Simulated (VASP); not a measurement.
Crystal: ZnS.

```
CELL_PARAMETERS angstrom
0.00000 2.71989 2.71989
2.71989 0.00000 2.71989
2.71989 2.71989 0.00000
ATOMIC_POSITIONS crystal
Zn 0.75000 0.75000 0.75000
S 0.00000 0.00000 0.00000
```

Base run:

| Quantity | Value |
| --- | --- |
| Program | VASP 6.6.1 |
| Functional | r2SCAN |
| Potentials or basis | VASP PAW PBE potentials, release 64 (Zn, S) |
| Cutoff | 520 eV |
| k mesh | 9 × 9 × 9 |
| Occupations | fermi-dirac, width 0.05 eV |
| Spin | no spin polarisation |

Its results: band gap on the k mesh 2.58 eV, direct; pressure -2.1 GPa.

After a change of settings the same cell gave: band gap on the k mesh 1.89 eV, direct; pressure -3.1 GPa. Which change was it?
A. functional from r2SCAN to PBEsol
B. functional from r2SCAN to LDA; potentials or basis from VASP PAW PBE potentials, release 64 (Zn, S) to VASP PAW LDA potentials, release 64 (Zn, S)
C. further incar settings from ALGO = Normal; EDIFF = 1e-06; NBANDS = 16 to ALGO = Normal; EDIFF = 1e-07; NBANDS = 16; dispersion from none to D4
D. functional from r2SCAN to revPBE

A.

r2SCAN gives the wider gap, since meta-GGAs in the generalised Kohn-Sham scheme recover part of the derivative discontinuity.

Caveats: the PAW data sets were made with another functional, which shifts forces and pressure a little.
